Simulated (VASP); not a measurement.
Input of a VASP 6.6.1 run:

INCAR

```
SYSTEM = In
ALGO = Normal ; EDIFF = 1E-8
ENCUT = 520 ; GGA = CA
ISIF = 2 ; ISMEAR = -1
LASPH = .True. ; LCHARG = .False.
LEFG = .True. ; LREAL = .False.
LWAVE = .False. ; NBANDS = 12
NELM = 100 ; PREC = Accurate
SIGMA = 0.05
```

KPOINTS

```
k-points
0
Gamma
  14 14 14
  0 0 0
```

The input POSCAR:

```
In
1.0
   -1.6261500000      1.6261500000      2.4739500000
    1.6261500000     -1.6261500000      2.4739500000
    1.6261500000      1.6261500000     -2.4739500000
In
1
Direct
    0.0000000000      0.0000000000      0.0000000000
```

Potentials or basis: VASP PAW LDA potentials, release 64 (In_d).

Command:

```sh
$ cat potpaw_LDA.64/In_d/POTCAR > POTCAR
$ mpirun -np 1 vasp_std > vasp.out
```

Problem. What does it give for the band gap on the k mesh?

Solution. Zero (an odd number of electrons rules out a gap without spin polarisation).

Problem. What does it give for the pressure?

Solution. -2.7 GPa.

Stress tensor (GPa, compression positive):
```
-2.83  0.00  0.00
 0.00 -2.83  0.00
 0.00  0.00 -2.40
```

Caveat: without QUAD_EFG the Cq values of the log hold for a quadrupole moment of 1 mb, not for the nuclei; spin-orbit coupling is left out, which moves the levels of the heavy elements.
